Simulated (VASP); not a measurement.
Write the native input for VASP 6.6.1 that does the following.

```yaml
Task: single point
Functional: r2SCAN
Potentials_or_basis: VASP PAW PBE potentials, release 64 (Na_pv)
Cutoff: 520 eV
k_mesh: 15 × 15 × 8
Occupations: gaussian, width 0.1 eV
Spin: no spin polarisation
Dipole_correction: no
Further_INCAR_settings: ALGO = Normal; EDIFF = 1e-07; NBANDS = 14
```

Na:

```xyz
2
Lattice="3.7647 0.0000 0.0000 -1.8823 3.2603 0.0000 0.0000 0.0000 6.1599" Properties=species:S:1:pos:R:3 pbc="T T T"
Na    0.0000    2.1735    1.5400
Na    1.8823    1.0868    4.6199
```

This isn't the form of Na at room conditions, which is bcc.

The input as run:

POSCAR

```
Na
1.0
    3.7646901374      0.0000000000      0.0000000000
   -1.8823450687      3.2603172964      0.0000000000
    0.0000000000      0.0000000000      6.1599097404
Na
2
Direct
    0.3333333333      0.6666666667      0.2500000000
    0.6666666667      0.3333333333      0.7500000000
```

INCAR.step1

```
SYSTEM = Na
PREC = Accurate ; ENCUT = 520
ISMEAR = 0 ; SIGMA = 0.1
LREAL = .False. ; LASPH = .True.
NELM = 100 ; NBANDS = 14
GGA = PE ; ALGO = Normal
EDIFF = 1E-4 ; LWAVE = .True.
LCHARG = .False.
```

INCAR.step2

```
SYSTEM = Na
PREC = Accurate ; ENCUT = 520
EDIFF = 1E-7 ; ISMEAR = 0
SIGMA = 0.1 ; LREAL = .False.
LASPH = .True. ; NELM = 100
ALGO = Normal ; ISIF = 2
LWAVE = .False. ; LCHARG = .True.
METAGGA = R2SCAN ; LMIXTAU = .True.
LELF = .True. ; LVHAR = .True.
NBANDS = 14 ; ISTART = 1
```

KPOINTS

```
regular mesh
0
Gamma
  15 15 8
  0 0 0
```

Potentials or basis: VASP PAW PBE potentials, release 64 (Na_pv).

The run is started by

```bash
$ cat potpaw_PBE.64/Na_pv/POTCAR > POTCAR
$ cp INCAR.step1 INCAR
$ mpirun -np 1 vasp_std > vasp.out
$ cp INCAR.step2 INCAR
$ mpirun -np 1 vasp_std > vasp.out
```

Results of the run:

The pressure is 0.0 GPa and the band gap on the k mesh is zero (bands 7 and 8 overlap by 4.51 eV).

Caveat: the PAW data sets were made with another functional, which shifts forces and pressure a little.

It took 5.7 min on 1 thread of AMD EPYC 9R45 (Zen 5), on a shared host, peak memory 0.22 GiB.
